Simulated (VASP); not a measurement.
Wanted: the native input for a VASP 6.6.1 run.

| Property | Result |
| --- | --- |
| Task | single point |
| Functional | PBEsol |
| Potentials or basis | VASP PAW PBE potentials, release 64 (Zr_sv, Si, O) |
| Cutoff | 520 eV |
| k mesh | 1 × 1 × 1, shifted |
| Occupations | fermi-dirac, width 0.05 eV |
| Spin | no spin polarisation |
| Dipole correction | no |
| Further INCAR settings | LREAL = Auto; ALGO = Normal; EDIFF = 1e-06; NBANDS = 242; ISYM = -1 |

The structure of ZrSi11O24 (a cell with a defect) lies in POSCAR:

```
ZrSi11O24
1.0
    8.3886930000      0.0000000000      0.0000000000
    0.0000000000      8.3886930000      0.0000000000
    0.0000000000      0.0000000000      8.0356430000
Zr Si O
2 22 48
Direct
    0.9763320000      0.0238530000      0.0003110000
    0.4762900000      0.5238670000      0.3331510000
    0.0010220000      0.9991180000      0.3409450000
    0.0028650000      0.9972600000      0.6608040000
    0.0036300000      0.4988970000      0.9989840000
    0.0012500000      0.4965170000      0.3344770000
    0.0013160000      0.4988390000      0.6667350000
    0.5012590000      0.9965280000      0.9989850000
    0.5036290000      0.9988910000      0.3344780000
    0.5013060000      0.9988300000      0.6667300000
    0.5010370000      0.4991140000      0.9925210000
    0.5028860000      0.4972690000      0.6726640000
    0.2537020000      0.2464640000      0.1667350000
    0.2466990000      0.2410660000      0.5016030000
    0.2590970000      0.2534450000      0.8318500000
    0.2441630000      0.7559930000      0.1625350000
    0.2472800000      0.7528390000      0.5063470000
    0.2476880000      0.7524820000      0.8316100000
    0.7441500000      0.2559790000      0.1709280000
    0.7476650000      0.2524670000      0.5018560000
    0.7473160000      0.2528560000      0.8271050000
    0.7536910000      0.7464610000      0.1667300000
    0.7590880000      0.7534460000      0.5016120000
    0.7466900000      0.7410620000      0.8318650000
    0.1692380000      0.1616170000      0.9977750000
    0.1511280000      0.1461810000      0.3335130000
    0.1563220000      0.1506730000      0.6683090000
    0.1450380000      0.6592310000      0.9965800000
    0.1659140000      0.6429800000      0.3348210000
    0.1483730000      0.6537610000      0.6688780000
    0.6659000000      0.1429810000      0.9986270000
    0.6450460000      0.1592140000      0.3368710000
    0.6483910000      0.1537430000      0.6645810000
    0.6511180000      0.6461890000      0.9999270000
    0.6692500000      0.6615950000      0.3356820000
    0.6563180000      0.6506540000      0.6651250000
    0.3539780000      0.3490180000      0.9999420000
    0.3385560000      0.3309210000      0.3356870000
    0.3494840000      0.3438260000      0.6651500000
    0.3409400000      0.8551020000      0.9965970000
    0.3571730000      0.8342270000      0.3348390000
    0.3464040000      0.8517510000      0.6688820000
    0.8571800000      0.3342080000      0.9986380000
    0.8409410000      0.3550850000      0.3368770000
    0.8463980000      0.3517670000      0.6645880000
    0.8385450000      0.8309080000      0.9977830000
    0.8539760000      0.8490130000      0.3335450000
    0.8494930000      0.8438250000      0.6683450000
    0.0994120000      0.4007530000      0.1667270000
    0.0970470000      0.3988110000      0.5008460000
    0.1013510000      0.4031220000      0.8326200000
    0.1009940000      0.8991210000      0.1829560000
    0.0998650000      0.9002940000      0.4997900000
    0.0993860000      0.9008290000      0.8189970000
    0.6010380000      0.3991740000      0.1505170000
    0.5993320000      0.4007660000      0.5144630000
    0.5998720000      0.4002860000      0.8336790000
    0.5994000000      0.9007560000      0.1667340000
    0.6013460000      0.9030970000      0.5008610000
    0.5970460000      0.8988040000      0.8326040000
    0.4062260000      0.0939250000      0.1667340000
    0.4006900000      0.0904220000      0.4994900000
    0.4097250000      0.0994570000      0.8339670000
    0.3913010000      0.6088820000      0.1293740000
    0.3933570000      0.6067220000      0.5373450000
    0.4042590000      0.5958950000      0.8319710000
    0.8912470000      0.1088190000      0.2040860000
    0.9042460000      0.0958910000      0.5014930000
    0.8934170000      0.1067760000      0.7961200000
    0.9062210000      0.5939160000      0.1667280000
    0.9097330000      0.5994540000      0.4994890000
    0.9006780000      0.5904130000      0.8339780000
```

One way to write it, as run:

INCAR

```
PREC = Accurate ; ENCUT = 520
EDIFF = 1E-6 ; ISMEAR = -1
SIGMA = 0.05 ; LREAL = Auto
LASPH = T ; NELM = 120
ALGO = Normal ; ISIF = 2
LWAVE = F ; LCHARG = F
GGA = PS ; NBANDS = 242
ISYM = -1 ; GGA_COMPAT = F
```

KPOINTS

```
explicit points
1
Reciprocal
  0.25000000   0.25000000   0.25000000 1
```

Potentials or basis: VASP PAW PBE potentials, release 64 (Zr_sv, Si, O).

Run with:

```sh
$ cat potpaw_PBE.64/Zr_sv/POTCAR potpaw_PBE.64/Si/POTCAR potpaw_PBE.64/O/POTCAR > POTCAR
$ mpirun -np 1 vasp_std > vasp.out
```

Results of the run:

```
Pressure               : 16.1 GPa
Largest force          : 0.075 eV/Å
Band gap on the k mesh : 4.63 eV
```

Caveat: the PAW data sets were made with another functional, which shifts forces and pressure a little.

It took 3.5 min on 1 thread of Intel(R) Xeon(R) Platinum 8488C (Sapphire Rapids), with other jobs on the host, peak memory 0.57 GiB.
